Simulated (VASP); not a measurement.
Here is a VASP 6.6.1 calculation.

INCAR

```
SYSTEM = Be3H4Br2
  PREC = Accurate
  ENCUT = 1230
  EDIFF = 1E-7
  ISMEAR = 0
  SIGMA = 0.1
  LREAL = .False.
  LASPH = .True.
  NELM = 120
  ALGO = Normal
  ISIF = 3
  LWAVE = .False.
  LCHARG = .False.
  GGA = PE
  IBRION = 2
  NSW = 90
  EDIFFG = -0.04
  GGA_COMPAT = .False.
  NELMIN = 4
```

File KPOINTS:

```
regular mesh
0
Gamma
  6 6 2
  0 0 0
```

POSCAR

```
Be3H4Br2
1.0
    3.1610573400      0.0000000000      0.0000000000
   -1.5805286700      2.7375559600      0.0000000000
    0.0000000000      0.0000000000      7.7429775300
Be H Br
3 4 2
Direct
    0.6666666700      0.3333333300      0.8333333300
    0.0000000000      0.0000000000      0.5000000000
    0.3333333300      0.6666666700      0.1666666700
    0.3333333300      0.6666666700      0.4166666700
    0.6666666700      0.3333333300      0.0833333300
    0.6666666700      0.3333333300      0.5833333300
    0.3333333300      0.6666666700      0.9166666700
    0.0000000000      0.0000000000      0.7500000000
    0.0000000000      0.0000000000      0.2500000000
```

Potentials or basis: VASP PAW PBE potentials, release 64 (Be, H_h, Br).

The run is started by

```sh
$ cat potpaw_PBE.64/Be/POTCAR potpaw_PBE.64/H_h/POTCAR potpaw_PBE.64/Br/POTCAR > POTCAR
$ mpirun -np 1 vasp_std > vasp.out
```

Q: Predict the relaxed cell.

A: a = 3.281 Å, b = 3.281 Å, c = 12.516 Å, α = 90.00°, β = 90.00°, γ = 120.00°.

Q: What does it give for the space group after relaxing (to 0.1 Å)?

A: P-3m1 (No. 164).

Q: Predict the relaxed volume.

A: 12.96 Å³/atom.

Stress tensor (GPa, compression positive):
```
0.14 0.00 0.00
0.00 0.14 0.00
0.00 0.00 0.31
```

Caveat: the k points lie up to 0.37 Å⁻¹ apart in the final cell; the volume moved by over 15 % at a fixed basis, so the end points are rough.
